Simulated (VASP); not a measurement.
# FeSi (P2_13) in VASP: notebook

FeSi is run at these levels: PBE; tasks: single point.

All numbers are computed with VASP 6.6.1; they aren't measurements. Logs are shortened: lines on timing, memory, paths and dates and some standing lists are left out, and cuts for length are marked.

### Step 1. The cell of the first run

It takes space group P2_13 (No. 198, cubic). Conventional cell: a = 4.310 Å, b = 4.310 Å, c = 4.310 Å, α = 90.00°, β = 90.00°, γ = 90.00°. Within 2.9 Å of Fe (site symmetry 3) lie 7 Si at 2.22 to 2.40 Å and 6 Fe at 2.65 Å. Within 2.9 Å of Si (site symmetry 3) lie 7 Fe at 2.22 to 2.40 Å and 6 Si at 2.67 Å.

### Step 2. Single point, PBE (10.01 Å³/atom)

INCAR reads:

```
PREC = Accurate
ENCUT = 520
EDIFF = 1E-6
ISMEAR = 0
SIGMA = 0.01
LREAL = F
LASPH = T
NELM = 80
ALGO = Normal
ISIF = 2
LWAVE = F
LCHARG = T
GGA = PE
LELF = T
LVHAR = T
NBANDS = 34
```

KPOINTS reads:

```
regular mesh
0
Gamma
  8 8 8
```

POSCAR reads:

```
FeSi
1.0
    4.3101064086      0.0000000000      0.0000000000
    0.0000000000      4.3101064086      0.0000000000
    0.0000000000      0.0000000000      4.3101064086
Fe Si
4 4
Direct
    0.1396117935      0.1396117935      0.1396117935
    0.3603882065      0.8603882065      0.6396117935
    0.6396117935      0.3603882065      0.8603882065
    0.8603882065      0.6396117935      0.3603882065
    0.8423573648      0.8423573648      0.8423573648
    0.6576426352      0.1576426352      0.3423573648
    0.3423573648      0.6576426352      0.1576426352
    0.1576426352      0.3423573648      0.6576426352
```

Potentials or basis: VASP PAW PBE potentials, release 64 (Fe, Si).

Launch:

```sh
> cat potpaw_PBE.64/Fe/POTCAR potpaw_PBE.64/Si/POTCAR > POTCAR
> mpirun -np 1 vasp_std > vasp.out
```

OUTCAR:

```text
PREC = Accurate
   ENCUT = 520
   EDIFF = 1E-6
   ISMEAR = 0
   LREAL = F
   LASPH = T
   NELM = 80
   ISIF = 2
   GGA = PE

 ion  position               nearest neighbor table
   1  0.140  0.140  0.140-   5 2.22   6 2.25   7 2.25   8 2.25   7 2.40   8 2.40   6 2.40   2 2.65
                             2 2.65   4 2.65   3 2.65   4 2.65   3 2.65
   2  0.360  0.860  0.640-   6 2.22   5 2.25   7 2.25   8 2.25   7 2.40   8 2.40   5 2.40   1 2.65
                             1 2.65   3 2.65   4 2.65   4 2.65   3 2.65
   3  0.640  0.360  0.860-   7 2.22   6 2.25   5 2.25   8 2.25   8 2.40   6 2.40   5 2.40   4 2.65
                             4 2.65   1 2.65   2 2.65   2 2.65   1 2.65
   4  0.860  0.640  0.360-   8 2.22   6 2.25   7 2.25   5 2.25   6 2.40   5 2.40   7 2.40   3 2.65
                             3 2.65   1 2.65   1 2.65   2 2.65   2 2.65
   5  0.842  0.842  0.842-   1 2.22   2 2.25   3 2.25   4 2.25   3 2.40   4 2.40   2 2.40   6 2.67
                             7 2.67   8 2.67   6 2.67   8 2.67   7 2.67
   6  0.658  0.158  0.342-   2 2.22   1 2.25   3 2.25   4 2.25   3 2.40   4 2.40   1 2.40   8 2.67
                             5 2.67   5 2.67   7 2.67   7 2.67   8 2.67
   7  0.342  0.658  0.158-   3 2.22   2 2.25   1 2.25   4 2.25   4 2.40   2 2.40   1 2.40   8 2.67
                             5 2.67   8 2.67   6 2.67   6 2.67   5 2.67
   8  0.158  0.342  0.658-   4 2.22   2 2.25   3 2.25   1 2.25   2 2.40   1 2.40   3 2.40   7 2.67
                             5 2.67   7 2.67   5 2.67   6 2.67   6 2.67

  LATTYP: Found a simple cubic cell.
 ALAT       =     4.3101064086

  Lattice vectors:

 A1 = (   4.3101064086,   0.0000000000,   0.0000000000)
 A2 = (   0.0000000000,   4.3101064086,   0.0000000000)
 A3 = (   0.0000000000,   0.0000000000,   4.3101064086)

Analysis of symmetry for initial positions (statically):
=====================================================================
 Subroutine PRICEL returns:
 Original cell was already a primitive cell.

 Routine SETGRP: Setting up the symmetry group for a
 simple cubic supercell.

 Subroutine GETGRP returns: Found 12 space group operations
 (whereof  3 operations were pure point group operations)
 out of a pool of 48 trial point group operations.

The static configuration has the point symmetry C_3 .
 The point group associated with its full space group is T   .

Analysis of symmetry for dynamics (positions and initial velocities):
=====================================================================
 Subroutine PRICEL returns:
 Original cell was already a primitive cell.

 Routine SETGRP: Setting up the symmetry group for a
 simple cubic supercell.

[... 126 lines left out ...]
   TEBEG  =    0.0;   TEEND  =   0.0 temperature during run
   PSTRESS=    0.0 pullay stress
   NELECT =      48.0000    total number of electrons
   NUPDOWN=      -1.0000    fix difference up-down
   EMIN   =  10.00;   EMAX   =-10.00  energy-range for DOS
   EFERMI =   0.00;   METHOD = LEGACY
   ISMEAR =     0;   SIGMA  =   0.01  broadening in eV -4-tet -1-fermi 0-gaus
   EFERMI_NEDOS =   21; number of points for ismear=-14 and -15
   IALGO  =     38    algorithm
   IMIX   =      4    mixing-type and parameters
     AMIX     =   0.40;   BMIX     =  1.00
     AMIX_MAG =   1.60;   BMIX_MAG =  1.00
  volume/ion in A,a.u.               =      10.01        67.54
  Fermi-wavevector in a.u.,A,eV,Ry     =   1.380386  2.608552 25.925437  1.905466
  Thomas-Fermi vector in A             =   2.505268
   LORBIT       =      0    0 simple, 1 ext, 2 COOP (PROOUT), +10 PAW based schemes
   GGA     = PE    functional components
   LHFCALC =     F    Hartree Fock is set to
   AEXX    =    0.0000 exact exchange contribution
   IVDW    =     0    specifies the selected vdW correction
   LEPSILON=     F    determine dielectric tensor
   LRPA    =     F    only Hartree local field effects (RPA)
 non-spin polarized calculation
 Gauss-broadening in eV      SIGMA  =   0.01
  energy-cutoff  :      520.00
  volume of cell :       80.07
 maximum number of plane-waves:      2192
   NGX = 17   NGY = 17   NGZ = 17

 number of electron      48.0000018 magnetization

 Free energy of the ion-electron system (eV)
  ---------------------------------------------------
  ext. energy  EPLUGINS =         0.00000000
  ---------------------------------------------------
  free energy    TOTEN  =       -58.19168633 eV

  energy without entropy =      -58.19168633  energy(sigma->0) =      -58.19168633

 E-fermi :  11.0689     XC(G=0): -13.2783

 val. band max:       11.0024674149   @ k =  -0.1250   0.3750   0.0000
 cond. band min:      11.1573175153   @ k =   0.3750   0.1250   0.1250
 fundamental gap:      0.1548501004
 Fermi energy:        11.0688969457

 k-point     1 :       0.0000    0.0000    0.0000
  band No.  band energies     occupation
      1      -3.0184      2.00000
      2       2.6536      2.00000
      3       2.6536      2.00000
      4       2.6536      2.00000
      5       5.5380      2.00000
      6       5.5380      2.00000
[... 877 lines left out ...]
     33      15.7665      0.00000
     34      16.4243      0.00000

 [... further k-points ...]

------------------------ aborting loop because EDIFF is reached ----------------------------------------

  FORCE on cell =-STRESS in cart. coord.  units (eV):
  Direction    XX          YY          ZZ          XY          YZ          ZX
  --------------------------------------------------------------------------------------
  -------------------------------------------------------------------------------------
  Total       13.0389164     13.0389164     13.0389164      0.0000000      0.0000000      0.0000000
  in kB      260.9084268    260.9084268    260.9084268      0.0000000      0.0000000      0.0000000
  external PRESSURE =     260.9084268 kB  Pullay stress =       0.0000000 kB

 VOLUME and BASIS-vectors are now :
 -----------------------------------------------------------------------------
  energy-cutoff  :      520.00
  volume of cell :       80.07
      direct lattice vectors                 reciprocal lattice vectors
     4.310106409  0.000000000  0.000000000     0.232012833  0.000000000  0.000000000
     0.000000000  4.310106409  0.000000000     0.000000000  0.232012833  0.000000000
     0.000000000  0.000000000  4.310106409     0.000000000  0.000000000  0.232012833

 POSITION                                       TOTAL-FORCE (eV/Angst)
 -----------------------------------------------------------------------------------
      0.60174      0.60174      0.60174         0.023361      0.023361      0.023361
      1.55331      3.70836      2.75679        -0.023361     -0.023361      0.023361
      2.75679      1.55331      3.70836         0.023361     -0.023361     -0.023361
      3.70836      2.75679      1.55331        -0.023361      0.023361     -0.023361
      3.63065      3.63065      3.63065        -0.001903     -0.001903     -0.001903
      2.83451      0.67946      1.47560         0.001903      0.001903     -0.001903
      1.47560      2.83451      0.67946        -0.001903      0.001903      0.001903
      0.67946      1.47560      2.83451         0.001903     -0.001903      0.001903
 -----------------------------------------------------------------------------------
    total drift:                               -0.000001     -0.000001     -0.000000

  FREE ENERGIE OF THE ION-ELECTRON SYSTEM (eV)
  ---------------------------------------------------
  free  energy   TOTEN  =       -58.1916863292 eV

  energy  without entropy=      -58.1916863292  energy(sigma->0) =      -58.19168633
```

Run time: 81 s. Hardware: 1 thread of Intel Xeon 8259CL, shared host; peak memory 0.24 GiB.

Results:

| Item | Value |
| --- | --- |
| Free energy | -58.1917 eV |
| Pressure | 26.1 GPa |
| Largest force | 0.040 eV/Å |
| Band gap on the k mesh | 0.15 eV (least direct gap 0.17 eV) |

Forces in eV/Å, atoms in the order of the input:
```
Fe   0.023  0.023  0.023
Fe  -0.023 -0.023  0.023
Fe   0.023 -0.023 -0.023
Fe  -0.023  0.023 -0.023
Si  -0.002 -0.002 -0.002
Si   0.002  0.002 -0.002
Si  -0.002  0.002  0.002
Si   0.002 -0.002  0.002
```

Caveat: the cell stands under pressure. Spin polarisation is off, so any magnetic state and its effect on volume and gap are missing.

### Step 3. Single point, PBE (10.34 Å³/atom)

This run uses another cell than the first one, of 10.34 Å³/atom.

INCAR reads:

```
PREC     = Accurate       # precision mode
ENCUT    = 520            # plane-wave cutoff, eV
EDIFF    = 1E-6           # SCF threshold, eV
ISMEAR   = 0              # smearing method
SIGMA    = 0.01           # smearing width, eV
LREAL    = F              # projectors in reciprocal space
LASPH    = T              # aspherical terms in the spheres
NELM     = 60             # most SCF steps
ALGO     = Normal         # electronic algorithm
ISIF     = 2              # what is computed and relaxed
LWAVE    = F              # write WAVECAR
LCHARG   = F              # write CHGCAR
GGA      = PE             # functional
NBANDS   = 34             # bands
```

KPOINTS is that of step 2.

POSCAR reads:

```
FeSi
1.0
    4.3569590619      0.0000000000      0.0000000000
    0.0000000000      4.3569590619      0.0000000000
    0.0000000000      0.0000000000      4.3569590619
Fe Si
4 4
Direct
    0.1385397565      0.1385397565      0.1385397565
    0.3614602435      0.8614602435      0.6385397565
    0.6385397565      0.3614602435      0.8614602435
    0.8614602435      0.6385397565      0.3614602435
    0.8418717774      0.8418717774      0.8418717774
    0.6581282226      0.1581282226      0.3418717774
    0.3418717774      0.6581282226      0.1581282226
    0.1581282226      0.3418717774      0.6581282226
```

Potentials or basis: VASP PAW PBE potentials, release 64 (Fe, Si).

Launch:

```sh
> cat potpaw_PBE.64/Fe/POTCAR potpaw_PBE.64/Si/POTCAR > POTCAR
> mpirun -np 1 vasp_std > vasp.out
```

Wall time 1.9 min (1 thread of Intel Xeon 8259CL, shared host); peak memory 0.24 GiB.

The run converged. Its results:

```yaml
Free_energy: -58.5342 eV
Pressure: 15.9 GPa
Largest_force: 0.038 eV/Å
Band_gap_on_the_k_mesh: 0.16 eV (least direct gap 0.17 eV)
```

Forces in eV/Å, atoms in the order of the input:
```
Fe   0.022  0.022  0.022
Fe  -0.022 -0.022  0.022
Fe   0.022 -0.022 -0.022
Fe  -0.022  0.022 -0.022
Si  -0.001 -0.001 -0.001
Si   0.001  0.001 -0.001
Si  -0.001  0.001  0.001
Si   0.001 -0.001  0.001
```

Levels at points of the mesh, in eV from the valence-band top:
```csv
k point,band 21,band 22,band 23,band 24,band 25,band 26,band 27,band 28
"(0.00, 0.00, 0.00)",-0.32,-0.32,-0.06,-0.06,0.72,0.72,0.72,3.33
"(0.50, 0.00, 0.00)",-0.43,-0.43,-0.01,-0.01,0.20,0.20,1.85,1.85
"(0.50, 0.50, 0.00)",-1.10,-1.10,-0.40,-0.40,0.68,0.68,1.42,1.42
"(0.50, 0.50, 0.50)",-0.75,-0.75,-0.75,-0.75,0.53,0.53,0.53,0.53
```

Caveat: the cell stands under pressure. Spin polarisation is off, so any magnetic state and its effect on volume and gap are missing.

### Step 4. Single point, PBE (10.67 Å³/atom)

This run uses another cell than the first one, of 10.67 Å³/atom.

INCAR reads:

```
SYSTEM = FeSi
PREC = Accurate
ENCUT = 520
EDIFF = 1E-6
ISMEAR = 0
SIGMA = 0.01
LREAL = .FALSE.
LASPH = .TRUE.
NELM = 100
ALGO = Normal
ISIF = 2
LWAVE = .FALSE.
LCHARG = .FALSE.
GGA = PE
NBANDS = 34
```

KPOINTS reads:

```
regular mesh
0
G
  8 8 8
  0 0 0
```

POSCAR reads:

```
FeSi
1.0
    4.4028251595      0.0000000000      0.0000000000
    0.0000000000      4.4028251595      0.0000000000
    0.0000000000      0.0000000000      4.4028251595
Fe Si
4 4
Direct
    0.1373433321      0.1373433321      0.1373433321
    0.3626566679      0.8626566679      0.6373433321
    0.6373433321      0.3626566679      0.8626566679
    0.8626566679      0.6373433321      0.3626566679
    0.8413344480      0.8413344480      0.8413344480
    0.6586655520      0.1586655520      0.3413344480
    0.3413344480      0.6586655520      0.1586655520
    0.1586655520      0.3413344480      0.6586655520
```

Potentials or basis: VASP PAW PBE potentials, release 64 (Fe, Si).

Launch:

```sh
> cat potpaw_PBE.64/Fe/POTCAR potpaw_PBE.64/Si/POTCAR > POTCAR
> mpirun -np 1 vasp_std > vasp.out
```

OUTCAR:

```text
SYSTEM = FeSi
   PREC = Accurate
   ENCUT = 520
   EDIFF = 1E-6
   ISMEAR = 0
   LREAL = .FALSE.
   LASPH = .TRUE.
   NELM = 100
   ISIF = 2
   GGA = PE

 ion  position               nearest neighbor table
   1  0.137  0.137  0.137-   5 2.26   6 2.29   7 2.29   8 2.29   7 2.47   8 2.47   6 2.47   3 2.70
                             4 2.70   2 2.70   2 2.70   4 2.70   3 2.70
   2  0.363  0.863  0.637-   6 2.26   5 2.29   7 2.29   8 2.29   7 2.47   8 2.47   5 2.47   1 2.70
                             1 2.70   3 2.70   3 2.70   4 2.70   4 2.70
   3  0.637  0.363  0.863-   7 2.26   6 2.29   5 2.29   8 2.29   8 2.47   6 2.47   5 2.47   1 2.70
                             4 2.70   2 2.70   2 2.70   4 2.70   1 2.70
   4  0.863  0.637  0.363-   8 2.26   6 2.29   7 2.29   5 2.29   6 2.47   5 2.47   7 2.47   1 2.70
                             3 2.70   2 2.70   1 2.70   2 2.70   3 2.70
   5  0.841  0.841  0.841-   1 2.26   2 2.29   3 2.29   4 2.29   3 2.47   4 2.47   2 2.47   6 2.73
                             7 2.73   8 2.73   6 2.73   8 2.73   7 2.73
   6  0.659  0.159  0.341-   2 2.26   1 2.29   3 2.29   4 2.29   3 2.47   4 2.47   1 2.47   8 2.73
                             5 2.73   5 2.73   7 2.73   7 2.73   8 2.73
   7  0.341  0.659  0.159-   3 2.26   2 2.29   1 2.29   4 2.29   4 2.47   2 2.47   1 2.47   8 2.73
                             5 2.73   8 2.73   6 2.73   6 2.73   5 2.73
   8  0.159  0.341  0.659-   4 2.26   2 2.29   3 2.29   1 2.29   2 2.47   1 2.47   3 2.47   7 2.73
[... 1094 lines left out ...]

 [... further k-points ...]

------------------------ aborting loop because EDIFF is reached ----------------------------------------

  FORCE on cell =-STRESS in cart. coord.  units (eV):
  Direction    XX          YY          ZZ          XY          YZ          ZX
  --------------------------------------------------------------------------------------
  -------------------------------------------------------------------------------------
  Total        3.9380985      3.9380985      3.9380985      0.0000000      0.0000000      0.0000000
  in kB       73.9269592     73.9269592     73.9269592      0.0000000      0.0000000      0.0000000
  external PRESSURE =      73.9269592 kB  Pullay stress =       0.0000000 kB

 VOLUME and BASIS-vectors are now :
 -----------------------------------------------------------------------------
  energy-cutoff  :      520.00
  volume of cell :       85.35
      direct lattice vectors                 reciprocal lattice vectors
     4.402825159  0.000000000  0.000000000     0.227126893  0.000000000  0.000000000
     0.000000000  4.402825159  0.000000000     0.000000000  0.227126893  0.000000000
     0.000000000  0.000000000  4.402825159     0.000000000  0.000000000  0.227126893

 POSITION                                       TOTAL-FORCE (eV/Angst)
 -----------------------------------------------------------------------------------
      0.60470      0.60470      0.60470         0.020999      0.020999      0.020999
      1.59671      3.79813      2.80611        -0.020999     -0.020999      0.020999
      2.80611      1.59671      3.79813         0.020999     -0.020999     -0.020999
      3.79813      2.80611      1.59671        -0.020999      0.020999     -0.020999
      3.70425      3.70425      3.70425        -0.000925     -0.000925     -0.000925
      2.89999      0.69858      1.50284         0.000925      0.000925     -0.000925
      1.50284      2.89999      0.69858        -0.000925      0.000925      0.000925
      0.69858      1.50284      2.89999         0.000925     -0.000925      0.000925
 -----------------------------------------------------------------------------------
    total drift:                               -0.000001     -0.000001     -0.000000

  FREE ENERGIE OF THE ION-ELECTRON SYSTEM (eV)
  ---------------------------------------------------
  free  energy   TOTEN  =       -58.7229014395 eV

  energy  without entropy=      -58.7229014395  energy(sigma->0) =      -58.72290144
```

Run time: 3 min. Hardware: 1 thread of Intel Xeon 8259CL, shared host; peak memory 0.26 GiB.

Results:

```yaml
Free_energy: -58.7229 eV
Pressure: 7.4 GPa
Largest_force: 0.036 eV/Å
Band_gap_on_the_k_mesh: 0.16 eV (least direct gap 0.17 eV)
```

Forces in eV/Å, atoms in the order of the input:
```
Fe   0.021  0.021  0.021
Fe  -0.021 -0.021  0.021
Fe   0.021 -0.021 -0.021
Fe  -0.021  0.021 -0.021
Si  -0.001 -0.001 -0.001
Si   0.001  0.001 -0.001
Si  -0.001  0.001  0.001
Si   0.001 -0.001  0.001
```

Caveat: the cell stands under pressure.

[end of part 1 of 2]
